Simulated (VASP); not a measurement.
**RbBr: single point with PBE-based screened hybrid with 10 % exact exchange**

The system is RbBr.

```xyz
2
Lattice="0.0000 3.4608 3.4608 3.4608 0.0000 3.4608 3.4608 3.4608 0.0000" Properties=species:S:1:pos:R:3 pbc="T T T"
Rb    0.0000    0.0000    0.0000
Br    3.4608    3.4608    3.4608
```

```yaml
Program: VASP 6.6.1
Task: single point
Functional: PBE-based screened hybrid with 10 % exact exchange
Potentials_or_basis: VASP PAW PBE potentials, release 64 (Rb_sv, Br)
Cutoff: 520 eV
k_mesh: 4 × 4 × 4
Occupations: gaussian, width 0.01 eV
Spin: no spin polarisation
Dipole_correction: no
Grid_for_exact_exchange_PRECFOCK: Normal
Share_of_exact_exchange: 0.1
Further_INCAR_settings: ALGO = Normal; EDIFF = 1e-06; NBANDS = 15
Screening_parameter: 0.1 1/Å
```

The pressure is 0.5 GPa. The band gap on the k mesh is 4.88 eV.

Levels at points of the mesh, in eV from the valence-band top:
```tsv
k point	band 6	band 7	band 8	band 9	band 10	band 11
(0.00, 0.00, 0.00)	0.00	0.00	0.00	4.88	7.92	7.92
(0.50, 0.00, 0.00)	-0.96	-0.34	-0.34	7.33	8.26	10.12
(0.50, 0.50, 0.00)	-0.48	-0.16	-0.16	6.23	7.68	9.68
```

It took 13 min on 1 thread of AMD EPYC 7R43 64-Core Processor (Zen 3) (shared host), peak memory 0.28 GiB.

Caveat: the PAW data sets were made with another functional, which shifts forces and pressure a little.
